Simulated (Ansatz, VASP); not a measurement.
**One calculation of Pt, two programs**

File INCAR:

```
SYSTEM = Pt
  PREC = Accurate
  ENCUT = 520
  EDIFF = 1E-6
  ISMEAR = 0
  SIGMA = 0.15
  LREAL = .False.
  LASPH = .True.
  NELM = 80
  ALGO = Fast
  ISIF = 2
  LWAVE = .False.
  LCHARG = .False.
  GGA = PE
  NBANDS = 11
```

File KPOINTS:

```
Automatic mesh
0
Gamma
  20 20 20
  0 0 0
```

File POSCAR:

```
Pt
1.0
    0.0000000000      1.9089525000      1.9579000000
    1.9089525000      0.0000000000      1.9579000000
    1.9089525000      1.9089525000      0.0000000000
Pt
1
Direct
    0.0000000000      0.0000000000      0.0000000000
```

Input for Ansatz:

```yaml
crystal:
  lattice:
    - [0.0, 1.9089525, 1.9579]
    - [1.9089525, 0.0, 1.9579]
    - [1.9089525, 1.9089525, 0.0]
  atoms:
    - { symbol: Pt, position: [0.0, 0.0, 0.0] }
basis:
  ecutwfc: 420
kpoints:
  mp_grid: { grid: [20, 20, 20] }
hamiltonian:
  xc: pbe
scf:
  occupations: { method: gaussian, width: 0.15 }
output:
  forces: true
  stress: true
  eigenvalues: true
```

Change from the starting cell: strain -0.0250 x Voigt [1, 1, 0, 0, 0, 0], atoms carried along.

Alike in both runs: task single point; functional PBE; k mesh 20 × 20 × 20; occupations gaussian, width 0.15 eV; no spin polarisation.

```csv
,VASP,Ansatz
version,VASP 6.6.1,Ansatz 0.2.0
potentials or method,"VASP PAW PBE potentials, release 64 (Pt), cutoff 520 eV","scalar-relativistic, plane waves, PAW"
valence electrons in the cell,10,18
```

```tsv
	VASP	Ansatz	Ansatz less VASP
gap on the k mesh at the Fermi level (eV)	none	none	-
pressure (GPa)	28.8	29.4	+0.61
traceless stress, the component that is largest in VASP (GPa)	-2.41	-2.43	-0.020
```

A gap of «none» marks a metal or a gap that the smearing closes. Both programs put the cell under a high pressure, so it lies far from rest at this level. The functional is the same, so the differences come from potentials, cutoffs and numerics. VASP's potentials hold 10 valence electrons a cell and Ansatz's 18, so a difference there can come from the potentials and not from the codes.

Spin-orbit coupling is off throughout.
